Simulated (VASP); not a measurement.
# H (Fm-3m) in VASP: a series of runs

H is run at these levels: r2SCAN; tasks: single point, relaxation of cell and atoms.

All numbers are computed with VASP 6.6.1; they aren't measurements. Logs are shortened: lines on timing, memory, paths and dates and some standing lists are left out, and cuts for length are marked.

## Step 1: The cell of the first run

It takes space group Fm-3m (No. 225, cubic). Conventional cell: a = 2.273 Å, b = 2.273 Å, c = 2.273 Å, α = 90.00°, β = 90.00°, γ = 90.00°. Within 2.1 Å of H (site symmetry m-3m) lie 12 H at 1.61 Å.

## Step 2: Single point, r2SCAN

Contents of POSCAR:

```
H
1.0
    0.0000000000      1.1363624474      1.1363624474
    1.1363624474      0.0000000000      1.1363624474
    1.1363624474      1.1363624474      0.0000000000
H
1
Direct
    0.0000000000      0.0000000000      0.0000000000
```

Contents of INCAR.step1:

```
SYSTEM = H
  PREC = Accurate
  ENCUT = 520
  ISMEAR = 0
  SIGMA = 0.1
  LREAL = .FALSE.
  LASPH = .TRUE.
  NELM = 100
  NBANDS = 6
  GGA = PE
  ALGO = Normal
  EDIFF = 1E-4
  LWAVE = .TRUE.
  LCHARG = .FALSE.
```

Contents of INCAR.step2:

```
SYSTEM = H
  PREC = Accurate
  ENCUT = 520
  EDIFF = 1E-6
  ISMEAR = 0
  SIGMA = 0.1
  LREAL = .FALSE.
  LASPH = .TRUE.
  NELM = 100
  ALGO = Normal
  ISIF = 2
  LWAVE = .FALSE.
  LCHARG = .TRUE.
  METAGGA = R2SCAN
  LMIXTAU = .TRUE.
  LELF = .TRUE.
  LVHAR = .TRUE.
  NBANDS = 6
  ISTART = 1
```

Contents of KPOINTS:

```
Automatic mesh
0
G
  8 8 8
  0 0 0
```

Potentials or basis: VASP PAW PBE potentials, release 64 (H).

On the command line:

```sh
$ cat potpaw_PBE.64/H/POTCAR > POTCAR
$ cp INCAR.step1 INCAR
$ mpirun -np 1 vasp_std > vasp.out
$ cp INCAR.step2 INCAR
$ mpirun -np 1 vasp_std > vasp.out
```

OUTCAR:

```text
SYSTEM = H
   PREC = Accurate
   ENCUT = 520
   EDIFF = 1E-6
   ISMEAR = 0
   LREAL = .FALSE.
   LASPH = .TRUE.
   NELM = 100
   ISIF = 2
   METAGGA = R2SCAN
   ISTART = 1

 ion  position               nearest neighbor table
   1  0.000  0.000  0.000-

  LATTYP: Found a face centered cubic cell.
 ALAT       =     2.2727248948

  Lattice vectors:

 A1 = (   0.0000000000,   1.1363624474,   1.1363624474)
 A2 = (   1.1363624474,   0.0000000000,   1.1363624474)
 A3 = (   1.1363624474,   1.1363624474,   0.0000000000)

Analysis of symmetry for initial positions (statically):
=====================================================================
 Subroutine PRICEL returns:
 Original cell was already a primitive cell.

 Routine SETGRP: Setting up the symmetry group for a
 face centered cubic supercell.

 Subroutine GETGRP returns: Found 48 space group operations
 (whereof 48 operations were pure point group operations)
 out of a pool of 48 trial point group operations.

The static configuration has the point symmetry O_h .

Analysis of symmetry for dynamics (positions and initial velocities):
=====================================================================
 Subroutine PRICEL returns:
 Original cell was already a primitive cell.

 Routine SETGRP: Setting up the symmetry group for a
 face centered cubic supercell.

 Subroutine GETGRP returns: Found 48 space group operations
 (whereof 48 operations were pure point group operations)
 out of a pool of 48 trial point group operations.

The dynamic configuration has the point symmetry O_h .

 Subroutine INISYM returns: Found 48 space group operations
 (whereof 48 operations are pure point group operations),
 and found     1 'primitive' translations

----------------------------------------------------------------------------------------

                                     Primitive cell

  volume of cell :       2.9348

  direct lattice vectors                    reciprocal lattice vectors
     0.000000000  1.136362447  1.136362447    -0.440000460  0.440000460  0.440000460
     1.136362447  0.000000000  1.136362447     0.440000460 -0.440000460  0.440000460
     1.136362447  1.136362447  0.000000000     0.440000460  0.440000460 -0.440000460

  length of vectors
     1.607059185  1.607059185  1.607059185     0.762103153  0.762103153  0.762103153

  position of ions in fractional coordinates (direct lattice)
     0.000000000  0.000000000  0.000000000

  ion indices of the primitive-cell ions
   primitive index   ion index
                 1           1

----------------------------------------------------------------------------------------

 KPOINTS: Automatic mesh

Automatic generation of k-mesh.
 Grid dimensions read from file:
 generate k-points for:    8    8    8

 Generating k-lattice:

  Cartesian coordinates                     Fractional coordinates (reciprocal lattice)
    -0.055000058  0.055000058  0.055000058     0.125000000  0.000000000  0.000000000
     0.055000058 -0.055000058  0.055000058     0.000000000  0.125000000  0.000000000
     0.055000058  0.055000058 -0.055000058     0.000000000  0.000000000  0.125000000

  Length of vectors
     0.095262894  0.095262894  0.095262894

  Shift w.r.t. Gamma in fractional coordinates (k-lattice)
     0.000000000  0.000000000  0.000000000

 Subroutine IBZKPT returns following result:
 ===========================================

 Found     29 irreducible k-points:

 Following reciprocal coordinates:
            Coordinates               Weight
  0.000000  0.000000  0.000000      1.000000
  0.125000  0.000000  0.000000      8.000000
  0.250000  0.000000  0.000000      8.000000
  0.375000  0.000000  0.000000      8.000000
  0.500000  0.000000  0.000000      4.000000
  0.125000  0.125000  0.000000      6.000000
[... 16 lines left out ...]
  0.500000  0.250000  0.125000     48.000000
 -0.375000  0.250000  0.125000     24.000000
 [... further k-points ...]
   k-points           NKPTS =     29   k-points in BZ     NKDIM =     29   number of bands    NBANDS=      6
   number of dos      NEDOS =    301   number of ions     NIONS =      1
   total plane-waves  NPLWV =   1728
   dimension x,y,z NGX =    12 NGY =   12 NGZ =   12
   dimension x,y,z NGXF=    24 NGYF=   24 NGZF=   24
   ions per type =               1
   NGX,Y,Z   is equivalent  to a cutoff of  12.41, 12.41, 12.41 a.u.
   NGXF,Y,Z  is equivalent  to a cutoff of  24.83, 24.83, 24.83 a.u.
 SYSTEM =  H
   PREC   = accura    normal or accurate (medium, high low for compatibility)
   ISTART =      1    job   : 0-new  1-cont  2-samecut
   ICHARG =      0    charge: 1-file 2-atom 10-const
   ISPIN  =      1    spin polarized calculation?
   LNONCOLLINEAR =      F non collinear calculations
   LSORBIT =      F    spin-orbit coupling
   LASPH  =      T    aspherical Exc in radial PAW
   ENCUT  =  520.0 eV  38.22 Ry    6.18 a.u.   2.99  2.99  2.99*2*pi/ulx,y,z
   NELM   =    100;   NELMIN=  2; NELMDL=  0     # of ELM steps
   EDIFF  = 0.1E-05   stopping-criterion for ELM
   LREAL  =      F    real-space projection
   EDIFFG = 0.1E-04   stopping-criterion for IOM
   NSW    =      0    number of steps for IOM
   IBRION =     -1    ionic relax: 0-MD 1-quasi-New 2-CG
   NFREE  =      0    steps in history (QN), initial steepest desc. (CG)
   ISIF   =      2    stress and relaxation
   ISYM   =      2    0-nonsym 1-usesym 2-fastsym
   POTIM  = 0.5000    time-step for ionic-motion
   TEBEG  =    0.0;   TEEND  =   0.0 temperature during run
   PSTRESS=    0.0 pullay stress
   NELECT =       1.0000    total number of electrons
   NUPDOWN=      -1.0000    fix difference up-down
   EMIN   =  10.00;   EMAX   =-10.00  energy-range for DOS
   EFERMI =   0.00;   METHOD = LEGACY
   ISMEAR =     0;   SIGMA  =   0.10  broadening in eV -4-tet -1-fermi 0-gaus
   EFERMI_NEDOS =   21; number of points for ismear=-14 and -15
   IALGO  =     38    algorithm
   IMIX   =      4    mixing-type and parameters
     AMIX     =   0.40;   BMIX     =  1.00
     AMIX_MAG =   1.60;   BMIX_MAG =  1.00
  volume/ion in A,a.u.               =       2.93        19.81
  Fermi-wavevector in a.u.,A,eV,Ry     =   1.143443  2.160794 17.789108  1.307463
  Thomas-Fermi vector in A             =   2.280138
   LORBIT       =      0    0 simple, 1 ext, 2 COOP (PROOUT), +10 PAW based schemes
   METAGGA = R2SCAN    functional components
   LHFCALC =     F    Hartree Fock is set to
   AEXX    =    0.0000 exact exchange contribution
   IVDW    =     0    specifies the selected vdW correction
   LEPSILON=     F    determine dielectric tensor
   LRPA    =     F    only Hartree local field effects (RPA)
 non-spin polarized calculation
 Gauss-broadening in eV      SIGMA  =   0.10
  energy-cutoff  :      520.00
  volume of cell :        2.93
 maximum number of plane-waves:        84
   NGX =  5   NGY =  5   NGZ =  5

 number of electron       1.0000000 magnetization

 Free energy of the ion-electron system (eV)
  ---------------------------------------------------
  ext. energy  EPLUGINS =         0.00000000
  ---------------------------------------------------
  free energy    TOTEN  =        -2.08485659 eV

  energy without entropy =       -2.08419537  energy(sigma->0) =       -2.08452598

 E-fermi :   1.9148     XC(G=0): -12.1901

 val. band max:        1.9147995426   @ k =   0.3750   0.3750   0.0000
 cond. band min:       3.6130788894   @ k =   0.5000   0.3750   0.1250
 fundamental gap:      1.6982793468
 Fermi energy:         1.9148007322

 k-point     1 :       0.0000    0.0000    0.0000
  band No.  band energies     occupation
      1     -14.6628      2.00000
      2      62.6258      0.00000
      3      78.8114      0.00000
      4      78.8114      0.00000
      5      78.8115      0.00000
      6      82.4139      0.00000

 k-point     2 :       0.1250    0.0000    0.0000
  band No.  band energies     occupation
      1     -13.2552      2.00000
      2      53.6988      0.00000
      3      68.2227      0.00000
      4      74.0886      0.00000
      5      74.0886      0.00000
      6      86.1982      0.00000

 k-point     3 :       0.2500    0.0000    0.0000
  band No.  band energies     occupation
      1      -9.0609      2.00000
      2      37.1220      0.00000
      3      63.6255      0.00000
      4      70.7045      0.00000
      5      70.7045      0.00000
      6      85.2586      0.00000

 k-point     4 :       0.3750    0.0000    0.0000
  band No.  band energies     occupation
      1      -2.2741      2.00000
      2      22.1594      0.00000
      3      61.6957      0.00000
      4      69.9709      0.00000
      5      69.9709      0.00000
      6      78.9226      0.00000

 k-point     5 :       0.5000    0.0000    0.0000
  band No.  band energies     occupation
      1       4.1667      0.00000
      2      12.9436      0.00000
      3      61.2211      0.00000
      4      70.7633      0.00000
      5      70.7633      0.00000
      6      75.2476      0.00000
[... 136 lines left out ...]
 k-point    21 :       0.5000    0.5000    0.0000
  band No.  band energies     occupation
      1      11.1132      0.00000
      2      19.8767      0.00000
      3      43.9572      0.00000
      4      49.6539      0.00000
      5      49.6539      0.00000
      6      52.1832      0.00000

 k-point    22 :       0.3750    0.2500    0.1250
  band No.  band energies     occupation
      1      -5.3573      2.00000
      2      37.5452      0.00000
      3      45.0355      0.00000
      4      58.1816      0.00000
      5      72.0897      0.00000
      6      76.1513      0.00000

 k-point    23 :       0.5000    0.2500    0.1250
  band No.  band energies     occupation
      1       1.3394      2.00000
      2      25.5085      0.00000
      3      41.1553      0.00000
      4      50.8581      0.00000
      5      72.8430      0.00000
      6      80.6464      0.00000

 k-point    24 :      -0.3750    0.2500    0.1250
  band No.  band energies     occupation
      1       7.5314      0.00000
      2      16.8035      0.00000
      3      41.1760      0.00000
      4      47.7337      0.00000
      5      74.1849      0.00000
      6      76.6183      0.00000

 [... further k-points ...]
[... 5 lines left out ...]
  --------------------------------------------------------------------------------------
  -------------------------------------------------------------------------------------
  Total       -0.0076729     -0.0076729     -0.0076729     -0.0000000      0.0000000     -0.0000000
  in kB       -4.1887872     -4.1887872     -4.1887872     -0.0000000      0.0000000     -0.0000000
  external PRESSURE =      -4.1887872 kB  Pullay stress =       0.0000000 kB

 VOLUME and BASIS-vectors are now :
 -----------------------------------------------------------------------------
  energy-cutoff  :      520.00
  volume of cell :        2.93
      direct lattice vectors                 reciprocal lattice vectors
     0.000000000  1.136362447  1.136362447    -0.440000460  0.440000460  0.440000460
     1.136362447  0.000000000  1.136362447     0.440000460 -0.440000460  0.440000460
     1.136362447  1.136362447  0.000000000     0.440000460  0.440000460 -0.440000460

 POSITION                                       TOTAL-FORCE (eV/Angst)
 -----------------------------------------------------------------------------------
      0.00000      0.00000      0.00000         0.000000      0.000000      0.000000
 -----------------------------------------------------------------------------------
    total drift:                               -0.000000     -0.000000     -0.000000

  FREE ENERGIE OF THE ION-ELECTRON SYSTEM (eV)
  ---------------------------------------------------
  free  energy   TOTEN  =        -2.0848565858 eV

  energy  without entropy=       -2.0841953723  energy(sigma->0) =       -2.08452598
```

Run time: 2 s. Hardware: 1 thread of AMD EPYC 9R45 (Zen 5), shared host; peak memory 0.07 GiB.

What came out:

```yaml
Free_energy: -2.0849 eV
Pressure: -0.4 GPa
```

Caveat: the k points lie up to 0.60 Å⁻¹ apart; the PAW data sets were made with another functional, which shifts forces and pressure a little.

## Step 3: Relaxation of cell and atoms, r2SCAN

This run uses another cell than the first one, of 10.19 Å³/atom, 3.472 times its volume.

Contents of POSCAR:

```
H
1.0
    0.0000000000      1.7206578369      1.7206578369
    1.7206578369      0.0000000000      1.7206578369
    1.7206578369      1.7206578369      0.0000000000
H
1
Direct
    0.0000000000      0.0000000000      0.0000000000
```

Contents of INCAR.step1:

```
SYSTEM = H
PREC = Accurate ; ENCUT = 600
ISMEAR = 0 ; SIGMA = 0.1
LREAL = .FALSE. ; LASPH = .TRUE.
NELM = 100 ; GGA = PE
ALGO = Normal ; EDIFF = 1E-4
LWAVE = .TRUE. ; LCHARG = .FALSE.
```

Contents of INCAR.step2:

```
SYSTEM = H
PREC = Accurate ; ENCUT = 600
EDIFF = 1E-6 ; ISMEAR = 0
SIGMA = 0.1 ; LREAL = .FALSE.
LASPH = .TRUE. ; NELM = 100
ALGO = Normal ; ISIF = 3
LWAVE = .FALSE. ; LCHARG = .FALSE.
METAGGA = R2SCAN ; LMIXTAU = .TRUE.
IBRION = 2 ; NSW = 90
EDIFFG = -0.04 ; ISTART = 1
```

Contents of KPOINTS:

```
regular mesh
0
G
  8 8 8
  0 0 0
```

Potentials or basis: VASP PAW PBE potentials, release 64 (H).

On the command line:

```sh
$ cat potpaw_PBE.64/H/POTCAR > POTCAR
$ cp INCAR.step1 INCAR
$ mpirun -np 1 vasp_std > vasp.out
$ cp INCAR.step2 INCAR
$ mpirun -np 1 vasp_std > vasp.out
```

It took 27 s on 1 thread of AMD EPYC 9R45 (Zen 5), shared host; peak memory 0.09 GiB.

Results (log left out):

- Free energy: -2.0850 eV
- Relaxed volume: 2.95 Å³/atom
- Relaxed cell: a = 1.610 Å, b = 1.610 Å, c = 1.610 Å, α = 60.00°, β = 60.00°, γ = 60.00°
- Space group after relaxing (to 0.05 Å): Fm-3m (No. 225)
- Energy gained by relaxing: 917.6 meV/atom
- Ionic steps: 8
- Pressure after relaxing: -0.4 GPa

The path:
```csv
step,energy change (eV),largest force (eV/Å),pressure (GPa),volume (Å³)
1,0.0000,0.0000,-16.27,10.19
2,-0.1591,0.0000,-18.94,8.74
3,-0.6501,0.0000,-24.88,5.22
4,0.0715,0.0000,347.39,1.28
5,-0.8302,0.0000,-20.98,4.01
6,-0.8934,0.0000,21.27,2.53
7,-0.9161,0.0000,-4.13,3.05
8,-0.9176,0.0000,-0.44,2.95
```

Final structure:
```
H
1.0
     0.00000    1.13816    1.13816
     1.13816    0.00000    1.13816
     1.13816    1.13816    0.00000
H
1
Cartesian
  1.1382 1.1382 2.2763
```

Levels at points of the mesh, in eV from the Fermi level:
```csv
k point,band 1
"(0.00, 0.00, 0.00)",-16.52
"(0.50, 0.00, 0.00)",2.24
"(0.50, 0.50, 0.00)",9.16
```

Caveat: the k points lie up to 0.60 Å⁻¹ apart in the final cell; the volume moved by over 15 % at a fixed basis, so the end points are rough; the PAW data sets were made with another functional, which shifts forces and pressure a little.
